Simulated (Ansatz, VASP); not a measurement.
Two plane-wave programs on InAs

```
In As
1.0
     0.00000    3.03000    3.03000
     3.03000    0.00000    3.03000
     3.03000    3.03000    0.00000
In As
1 1
Direct
  0.00000 0.00000 0.00000
  0.25000 0.25000 0.25000
```

Alike in both runs: task single point; functional HSE06; k mesh 4 × 4 × 4; no spin polarisation.

|  | VASP | Ansatz |
| --- | --- | --- |
| version | VASP 6.6.1 | Ansatz development build ahead of 0.2.0 |
| potentials or method | VASP PAW PBE potentials, release 64 (In_d, As) | norm-conserving potentials, plane waves, scalar-relativistic |
| plane-wave cutoff (eV) | 520 | 1143 |
| occupations | fermi-dirac, width 0.01 eV | fermi-dirac |

```tsv
	VASP	Ansatz	Ansatz less VASP
gap on the k mesh at the Fermi level (eV)	0.54	0.55	+0.004
least direct gap on the mesh (eV)	0.54	0.55	+0.004
```

The k mesh is coarse, so the values compare programs but aren't converged.
